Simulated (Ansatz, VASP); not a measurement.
## Rh: VASP beside Ansatz

The input INCAR:

```
SYSTEM = Rh
PREC = Accurate
ENCUT = 520
EDIFF = 1E-6
ISMEAR = -1
SIGMA = 0.1
LREAL = .FALSE.
LASPH = .TRUE.
NELM = 60
ALGO = Normal
ISIF = 2
LWAVE = .FALSE.
LCHARG = .TRUE.
GGA = B5
ALDAX = 1.0
AGGAX = 1.0
AGGAC = 1.0
ALDAC = 0.0
LELF = .TRUE.
LVHAR = .TRUE.
NBANDS = 22
```

Contents of KPOINTS:

```
regular mesh
0
G
  11 11 11
  0 0 0
```

The input POSCAR:

```
Rh
1.0
    0.0000000000      2.8808243548      2.8808243548
    2.8808243548      0.0000000000      2.8808243548
    2.8808243548      2.8808243548      0.0000000000
Rh
2
Direct
    0.1250000000      0.1250000000      0.1250000000
    0.8750000000      0.8750000000      0.8750000000
```

Input for Ansatz:

```yaml
crystal:
  lattice:
    - [0.0, 2.8808243548, 2.8808243548]
    - [2.8808243548, 0.0, 2.8808243548]
    - [2.8808243548, 2.8808243548, 0.0]
  atoms:
    - { symbol: Rh, position: [0.125, 0.125, 0.125] }
    - { symbol: Rh, position: [0.875, 0.875, 0.875] }
hamiltonian:
  xc: blyp
  pseudopotentials:
    kind: paw
    azcp:
      Rh: "pseudopotentials/Rh.paw.azcp"
basis:
  ecutwfc: 420
  fft_grid_basis: typed
kpoints:
  mp_grid: { grid: [11, 11, 11], shift: [0, 0, 0] }
magnetization:
  spin_polarized: false
scf:
  occupations: { method: fermi_dirac, width: 0.1 }
  lower_state_search: "off"
output:
  stress: true
  write_density: true
  write_potential: true
  elf: true
  volumetric_format: npy
```

Alike in both runs: task single point; functional BLYP; k mesh 11 × 11 × 11; occupations fermi-dirac, width 0.1 eV; no spin polarisation.

|  | VASP | Ansatz |
| --- | --- | --- |
| version | VASP 6.6.1 | Ansatz 0.2.0 |
| potentials or method | VASP PAW PBE potentials, release 64 (Rh_pv), cutoff 520 eV | plane waves (420 eV) with PAW, scalar-relativistic |
| valence electrons in the cell | 30 | 34 |

|  | VASP | Ansatz | Ansatz less VASP |
| --- | --- | --- | --- |
| pressure (GPa) | -6.5 | -6.7 | -0.28 |

VASP's potentials were made for PBE, not for BLYP. VASP's potentials hold 30 valence electrons a cell and Ansatz's 34, so a difference there can come from the potentials and not from the codes.
